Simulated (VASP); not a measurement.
# ZnCd3SO (P4/mmm) in VASP: single point with PBE

Aim: the single point of ZnCd3SO with PBE.

Everything below comes from runs of VASP 6.6.1. Logs are shortened: lines on timing, memory, paths and dates and some standing lists are left out, and cuts for length are marked.

## (1) The cell of the first run

The structure is tetragonal, space group P4/mmm (No. 123). Conventional cell: a = 5.367 Å, b = 5.367 Å, c = 4.800 Å, α = 90.00°, β = 90.00°, γ = 90.00°. Zn (site symmetry 4/mmm) has 6 Cd at 2.40 to 2.68 Å within 3.2 Å. Within 3.6 Å of Cd (site symmetry mmm) lie 2 Zn at 2.68 Å and 2 S at 2.68 Å and 4 Cd at 3.60 Å and 4 O at 3.60 Å. Within 3.2 Å of Cd (site symmetry 4/mmm) lie 2 Zn at 2.40 Å. S (site symmetry 4/mmm) has 2 O at 2.40 Å and 4 Cd at 2.68 Å within 3.2 Å. Within 3.2 Å of O (site symmetry 4/mmm) lie 2 S at 2.40 Å.

## (2) Single point, PBE

POSCAR

```
ZnCd3SO
1.0
    5.3669418143      0.0000000000      0.0000000000
    0.0000000000      5.3669418143      0.0000000000
    0.0000000000      0.0000000000      4.7995382735
Zn Cd S O
1 3 1 1
Direct
    0.0000000000      0.0000000000      0.5000000000
    0.0000000000      0.5000000000      0.5000000000
    0.5000000000      0.0000000000      0.5000000000
    0.0000000000      0.0000000000      0.0000000000
    0.5000000000      0.5000000000      0.5000000000
    0.5000000000      0.5000000000      0.0000000000
```

INCAR.step1

```
SYSTEM = ZnCd3SO
PREC = Accurate
ENCUT = 520
EDIFF = 1E-7
ISMEAR = 0
SIGMA = 0.1
LREAL = .False.
LASPH = .True.
NELM = 80
ALGO = Normal
ISIF = 2
LWAVE = .False.
LCHARG = .True.
GGA = PE
NBANDS = 39
```

KPOINTS.step1

```
regular mesh
0
Gamma
  8 8 8
  0 0 0
```

INCAR.step2

```
SYSTEM = ZnCd3SO
PREC = Accurate
ENCUT = 520
EDIFF = 1E-7
ISMEAR = -5
SIGMA = 0.1
LREAL = .False.
LASPH = .True.
NELM = 80
ALGO = Normal
ISIF = 2
LWAVE = .False.
LCHARG = .False.
GGA = PE
LORBIT = 11
NBANDS = 39
NEDOS = 2001
ICHARG = 11
```

KPOINTS.step2

```
regular mesh
0
Gamma
  12 12 12
  0 0 0
```

Potentials or basis: VASP PAW PBE potentials, release 64 (Zn, Cd, S, O).

Run with:

```
$ cat potpaw_PBE.64/Zn/POTCAR potpaw_PBE.64/Cd/POTCAR potpaw_PBE.64/S/POTCAR potpaw_PBE.64/O/POTCAR > POTCAR
$ cp INCAR.step1 INCAR
$ cp KPOINTS.step1 KPOINTS
$ mpirun -np 1 vasp_std > vasp.out
$ cp INCAR.step2 INCAR
$ cp KPOINTS.step2 KPOINTS
$ mpirun -np 1 vasp_std > vasp.out
```

OUTCAR:

```text
SYSTEM = ZnCd3SO
   PREC = Accurate
   ENCUT = 520
   EDIFF = 1E-7
   ISMEAR = -5
   LREAL = .False.
   LASPH = .True.
   NELM = 80
   ISIF = 2
   GGA = PE
   LORBIT = 11
   ICHARG = 11

 ion  position               nearest neighbor table
   1  0.000  0.000  0.500-   4 2.40   4 2.40   2 2.68   3 2.68   2 2.68   3 2.68
   2  0.000  0.500  0.500-   1 2.68   5 2.68   1 2.68   5 2.68   4 3.60   4 3.60   4 3.60   4 3.60

   3  0.500  0.000  0.500-   1 2.68   5 2.68   5 2.68   1 2.68   4 3.60   4 3.60   4 3.60   4 3.60

   4  0.000  0.000  0.000-   1 2.40   1 2.40   3 3.60   2 3.60   2 3.60   3 3.60   2 3.60   2 3.60
                             3 3.60   3 3.60
   5  0.500  0.500  0.500-   2 2.68   3 2.68   3 2.68   2 2.68
   6  0.500  0.500  0.000-

  LATTYP: Found a simple tetragonal cell.
 ALAT       =     5.3669418143
 C/A-ratio  =     0.8942780525

  Lattice vectors:

 A1 = (   5.3669418143,   0.0000000000,   0.0000000000)
 A2 = (   0.0000000000,   5.3669418143,   0.0000000000)
 A3 = (   0.0000000000,   0.0000000000,   4.7995382735)

Analysis of symmetry for initial positions (statically):
=====================================================================
 Subroutine PRICEL returns:
 Original cell was already a primitive cell.

 Routine SETGRP: Setting up the symmetry group for a
 simple tetragonal supercell.

 Subroutine GETGRP returns: Found 16 space group operations
 (whereof 16 operations were pure point group operations)
 out of a pool of 16 trial point group operations.

The static configuration has the point symmetry D_4h.

Analysis of symmetry for dynamics (positions and initial velocities):
=====================================================================
 Subroutine PRICEL returns:
 Original cell was already a primitive cell.

 Routine SETGRP: Setting up the symmetry group for a
 simple tetragonal supercell.

 Subroutine GETGRP returns: Found 16 space group operations
 (whereof 16 operations were pure point group operations)
 out of a pool of 16 trial point group operations.

The dynamic configuration has the point symmetry D_4h.

 Subroutine INISYM returns: Found 16 space group operations
 (whereof 16 operations are pure point group operations),
 and found     1 'primitive' translations

----------------------------------------------------------------------------------------

                                     Primitive cell

  volume of cell :     138.2462

  direct lattice vectors                    reciprocal lattice vectors
     5.366941814  0.000000000  0.000000000     0.186325851  0.000000000  0.000000000
[... 106 lines left out ...]
   PSTRESS=    0.0 pullay stress
   NELECT =      60.0000    total number of electrons
   NUPDOWN=      -1.0000    fix difference up-down
   EMIN   =  10.00;   EMAX   =-10.00  energy-range for DOS
   EFERMI =   0.00;   METHOD = LEGACY
   ISMEAR =    -5;   SIGMA  =   0.10  broadening in eV -4-tet -1-fermi 0-gaus
   EFERMI_NEDOS =   21; number of points for ismear=-14 and -15
   IALGO  =     38    algorithm
   IMIX   =      4    mixing-type and parameters
     AMIX     =   0.40;   BMIX     =  1.00
     AMIX_MAG =   1.60;   BMIX_MAG =  1.00
  volume/ion in A,a.u.               =      23.04       155.49
  Fermi-wavevector in a.u.,A,eV,Ry     =   1.239484  2.342285 20.902902  1.536320
  Thomas-Fermi vector in A             =   2.373965
   LORBIT       =     11    0 simple, 1 ext, 2 COOP (PROOUT), +10 PAW based schemes
   GGA     = PE    functional components
   LHFCALC =     F    Hartree Fock is set to
   AEXX    =    0.0000 exact exchange contribution
   IVDW    =     0    specifies the selected vdW correction
   LEPSILON=     F    determine dielectric tensor
   LRPA    =     F    only Hartree local field effects (RPA)
 non-spin polarized calculation
 Fermi weights with tetrahedron method with Bloechl corrections
  energy-cutoff  :      520.00
  volume of cell :      138.25
 maximum number of plane-waves:      3752
 NGX is ok and might be reduce to    40

 number of electron      60.0000010 magnetization

 Free energy of the ion-electron system (eV)
  ---------------------------------------------------
  ext. energy  EPLUGINS =         0.00000000
  ---------------------------------------------------
  free energy    TOTEN  =        -9.96067366 eV

  energy without entropy =       -9.96067366  energy(sigma->0) =       -9.96067366

 E-fermi :   1.0283     XC(G=0):  -9.4344

 val. band max:        1.0389333867   @ k =   0.3333   0.1667   0.0000
 cond. band min:       0.9868593797   @ k =   0.2500   0.1667   0.1667
 fundamental gap:     -0.0520740070
 Fermi energy:         1.0283195944

 k-point     1 :       0.0000    0.0000    0.0000
  band No.  band energies     occupation
      1     -14.7660      2.00000
      2     -11.5233      2.00000
      3      -8.6944      2.00000
      4      -7.9674      2.00000
      5      -7.9527      2.00000
      6      -7.9527      2.00000
[... 997 lines left out ...]
     38       6.7922      0.00000
     39       7.1458      0.00000

 [... further k-points ...]
[... 5 lines left out ...]
  --------------------------------------------------------------------------------------
  -------------------------------------------------------------------------------------
  Total        0.7238676      0.7238676      0.4797207      0.0000000      0.0000000     -0.0000000
  in kB        8.3891213      8.3891213      5.5596292      0.0000000      0.0000000     -0.0000000
  external PRESSURE =       7.4459573 kB  Pullay stress =       0.0000000 kB

 VOLUME and BASIS-vectors are now :
 -----------------------------------------------------------------------------
  energy-cutoff  :      520.00
  volume of cell :      138.25
      direct lattice vectors                 reciprocal lattice vectors
     5.366941814  0.000000000  0.000000000     0.186325851  0.000000000  0.000000000
     0.000000000  5.366941814  0.000000000     0.000000000  0.186325851  0.000000000
     0.000000000  0.000000000  4.799538273     0.000000000  0.000000000  0.208353375

 POSITION                                       TOTAL-FORCE (eV/Angst)
 -----------------------------------------------------------------------------------
      0.00000      0.00000      2.39977         0.000000      0.000000      0.000000
      0.00000      2.68347      2.39977         0.000000      0.000000      0.000000
      2.68347      0.00000      2.39977         0.000000      0.000000      0.000000
      0.00000      0.00000      0.00000         0.000000      0.000000      0.000000
      2.68347      2.68347      2.39977         0.000000      0.000000      0.000000
      2.68347      2.68347      0.00000         0.000000      0.000000      0.000000
 -----------------------------------------------------------------------------------
    total drift:                               -0.000000      0.000000     -0.000000

  FREE ENERGIE OF THE ION-ELECTRON SYSTEM (eV)
  ---------------------------------------------------
  free  energy   TOTEN  =        -9.9606736603 eV

  energy  without entropy=       -9.9606736603  energy(sigma->0) =       -9.96067366

 total charge

# of ion       s       p       d       tot
------------------------------------------
    1        0.712   0.476   9.709  10.898
    2        0.539   0.201   9.519  10.260
    3        0.539   0.201   9.519  10.260
    4        0.638   0.220   9.498  10.355
    5        1.405   2.134   0.000   3.539
    6        1.607   3.152   0.000   4.759
--------------------------------------------------
tot          5.440   6.385  38.245  50.070
```

Run time: 21 min. Hardware: 1 thread of Intel Xeon 8259CL, shared host; peak memory 0.95 GiB.

What came out:

```
Valence electrons inside the program's atomic spheres : Zn 10.90; Cd 10.26, 10.36 (each value once); S 3.54; O 4.76
```
